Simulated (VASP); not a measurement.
Here is a VASP 6.6.1 calculation.

POSCAR

```
NaI
1.0
    1.7124882549      4.2812206372      4.2812206372
    4.2812206372      1.7124882549      4.2812206372
    4.2812206372      4.2812206372      1.7124882549
Na I
1 1
Direct
    0.0000000000      0.0000000000      0.0000000000
    0.5000000000      0.5000000000      0.5000000000
```

File INCAR.step1:

```
SYSTEM = NaI
PREC = Accurate
ENCUT = 550
ISMEAR = 0
SIGMA = 0.05
LREAL = .False.
LASPH = .True.
NELM = 120
NBANDS = 14
GGA = PE
ALGO = Normal
EDIFF = 1E-5
LWAVE = .True.
LCHARG = .False.
GGA_COMPAT = .False.
```

Contents of INCAR.step2:

```
SYSTEM = NaI
PREC = Accurate
ENCUT = 550
EDIFF = 1E-6
ISMEAR = 0
SIGMA = 0.05
LREAL = .False.
LASPH = .True.
NELM = 120
ALGO = Normal
ISIF = 2
LWAVE = .False.
LCHARG = .False.
METAGGA = R2SCAN
LMIXTAU = .True.
NBANDS = 14
ISTART = 1
GGA_COMPAT = .False.
```

Contents of KPOINTS:

```
regular mesh
0
Gamma
  8 8 8
  0 0 0
```

Potentials or basis: VASP PAW PBE potentials, release 64 (Na_pv, I).

Run with:

```bash
$ cat potpaw_PBE.64/Na_pv/POTCAR potpaw_PBE.64/I/POTCAR > POTCAR
$ cp INCAR.step1 INCAR
$ mpirun -np 1 vasp_std > vasp.out
$ cp INCAR.step2 INCAR
$ mpirun -np 1 vasp_std > vasp.out
```

Question: Predict the band gap on the k mesh.

Answer: Zero (band 7 reaches 3.46 eV, above the bottom of band 8 at 2.89 eV).

Question: Predict the pressure.

Answer: 1.5 GPa.

Stress tensor (GPa, compression positive):
```
 1.45 -5.58 -5.58
-5.58  1.45 -5.58
-5.58 -5.58  1.45
```

Caveat: the PAW data sets were made with another functional, which shifts forces and pressure a little; spin-orbit coupling is left out, which moves the levels of the heavy elements.
